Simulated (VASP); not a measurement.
Input of a VASP 6.6.1 run:

Contents of INCAR:

```
PREC = Accurate
ENCUT = 520
EDIFF = 1E-7
ISMEAR = 0
SIGMA = 0.1
LREAL = Auto
LASPH = True
NELM = 100
ALGO = Normal
ISIF = 2
LWAVE = False
LCHARG = False
LDIPOL = True
IDIPOL = 3
DIPOL = 0.5 0.5 0.322
GGA = PE
NBANDS = 46
```

File KPOINTS:

```
Automatic mesh
0
Gamma
  6 4 1
```

File POSCAR:

```
Be24Cl
1.0
    4.5254381414      0.0000000000      0.0000000000
    0.0000000000      7.1336190818      0.0000000000
    0.0000000000      0.0000000000     19.8685529777
Be Cl
24 1
Direct
    0.0000000000      0.3750000000      0.2013231665
    0.0000000000      0.8750000000      0.2013231665
    0.5000000000      0.3750000000      0.2013231665
    0.5000000000      0.8750000000      0.2013231665
    0.2500000000      0.1250000000      0.2341987732
    0.2500000000      0.6250000000      0.2341987732
    0.7500000000      0.1250000000      0.2341987732
    0.7500000000      0.6250000000      0.2341987732
    0.2500000000      0.3750000000      0.2999499865
    0.2500000000      0.8750000000      0.2999499865
    0.7500000000      0.3750000000      0.2999499865
    0.7500000000      0.8750000000      0.2999499865
    0.0000000000      0.1250000000      0.3268353583
    0.0000000000      0.6250000000      0.3268353583
    0.5000000000      0.1250000000      0.3268353583
    0.5000000000      0.6250000000      0.3268353583
    0.0000000000      0.3750000000      0.3993099146
    0.0000000000      0.8750000000      0.3993099146
    0.5000000000      0.3750000000      0.3993099146
    0.5000000000      0.8750000000      0.3993099146
    0.2500000000      0.1250000000      0.4211958962
    0.2500000000      0.6250000000      0.4211958962
    0.7500000000      0.1250000000      0.4211958962
    0.7500000000      0.6250000000      0.4211958962
    0.4166666667      0.2500000000      0.5087589181
```

Potentials or basis: VASP PAW PBE potentials, release 64 (Be, Cl).

Run with:

```sh
$ cat potpaw_PBE.64/Be/POTCAR potpaw_PBE.64/Cl/POTCAR > POTCAR
$ mpirun -np 1 vasp_std > vasp.out
```

Problem. Predict the largest force.

Solution. 0.910 eV/Å.

Problem. Estimate the band gap on the k mesh.

Solution. Zero (an odd number of electrons rules out a gap without spin polarisation).

Forces in eV/Å, atoms in the order of the input:
```
Be   0.029 -0.047  0.531
Be  -0.041  0.017  0.539
Be  -0.021  0.039  0.571
Be   0.041 -0.174  0.526
Be  -0.030  0.062 -0.646
Be  -0.007 -0.025 -0.684
Be   0.027  0.061 -0.633
Be  -0.003  0.108 -0.786
Be  -0.135  0.024  0.223
Be  -0.035 -0.087  0.066
Be   0.115  0.099  0.031
Be   0.053 -0.050  0.094
Be   0.087  0.045  0.126
Be  -0.071  0.043 -0.047
Be  -0.002  0.002  0.399
Be   0.057  0.143 -0.014
Be  -0.316  0.504 -0.689
Be  -0.043 -0.141 -0.096
Be   0.161  0.349  0.118
Be   0.002 -0.230 -0.323
Be   0.029 -0.153  0.606
Be  -0.149  0.224 -0.104
Be  -0.179 -0.043  0.257
Be   0.186 -0.021 -0.072
Cl   0.245 -0.749  0.009
```
